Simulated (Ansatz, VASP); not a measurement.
## PtS2 in VASP and in Ansatz

Contents of INCAR:

```
SYSTEM = PtS2
ALGO     = Normal         ! electronic algorithm
EDIFF    = 1E-6           ! SCF threshold, eV
EDIFFG   = -0.01          ! ionic threshold
ENCUT    = 520            ! plane-wave cutoff, eV
GGA      = PE             ! functional
IBRION   = 2              ! ionic algorithm
ISIF     = 2              ! what is computed and relaxed
ISMEAR   = 0              ! smearing method
LASPH    = .TRUE.         ! aspherical terms in the spheres
LCHARG   = .FALSE.        ! write CHGCAR
LREAL    = .FALSE.        ! projectors in reciprocal space
LWAVE    = .FALSE.        ! write WAVECAR
NELM     = 60             ! most SCF steps
NSW      = 50             ! ionic steps
PREC     = Accurate       ! precision mode
SIGMA    = 0.05           ! smearing width, eV
```

KPOINTS

```
k-points
0
G
  12 12 6
  0 0 0
```

File POSCAR:

```
PtS2
1.0
    3.3746046201      0.0000000000      0.0000000000
   -1.6873023101      2.9224933288      0.0000000000
    0.0000000000      0.0000000000      6.7137758918
Pt S
1 2
Direct
    0.0000000000      0.0000000000      0.0000000000
    0.3333333333      0.6666666667      0.1889525212
    0.6666666667      0.3333333333      0.8110474788
```

Input for Ansatz:

```yaml
crystal:
  lattice:
    - [3.3746046201, 0.0, 0.0]
    - [-1.6873023101, 2.9224933288, 0.0]
    - [0.0, 0.0, 6.7137758918]
  atoms:
    - { symbol: Pt, position: [0.0, 0.0, 0.0] }
    - { symbol: S, position: [0.3333333333, 0.6666666667, 0.1889525212] }
    - { symbol: S, position: [0.6666666667, 0.3333333333, 0.8110474788] }
basis:
  ecutwfc: 420
kpoints:
  mp_grid: { grid: [12, 12, 6] }
hamiltonian:
  xc: pbe
  pseudopotentials: { kind: paw }
scf:
  occupations: { method: gaussian, width: 0.05 }
output:
  forces: true
  stress: true
  eigenvalues: true
  write_density: true
  write_potential: true
  elf: true
  volumetric_format: npy
relax:
  adjacent_minimum: "off"
  f_tol: 0.01
  max_steps: 30
```

Alike in both runs: task relaxation of the atoms; functional PBE; k mesh 12 × 12 × 6; occupations gaussian, width 0.05 eV; no spin polarisation.

|  | VASP | Ansatz |
| --- | --- | --- |
| version | VASP 6.6.1 | Ansatz 0.2.0 |
| potentials or method | VASP PAW PBE potentials, release 64 (Pt, S), cutoff 520 eV | scalar-relativistic, plane waves, PAW |
| valence electrons in the cell | 22 | 30 |

VASP gave:

| Quantity | Value |
| --- | --- |
| gap on the k mesh at the Fermi level, each at its own relaxed structure (eV) | 1.47 |

What did Ansatz give for the same quantities?

gap on the k mesh at the Fermi level, each at its own relaxed structure (eV): 1.46.

VASP's potentials hold 22 valence electrons a cell and Ansatz's 30, so a difference there can come from the potentials and not from the codes. Ansatz's warnings: stress scf threshold loose.

Neither program's run includes spin-orbit coupling.
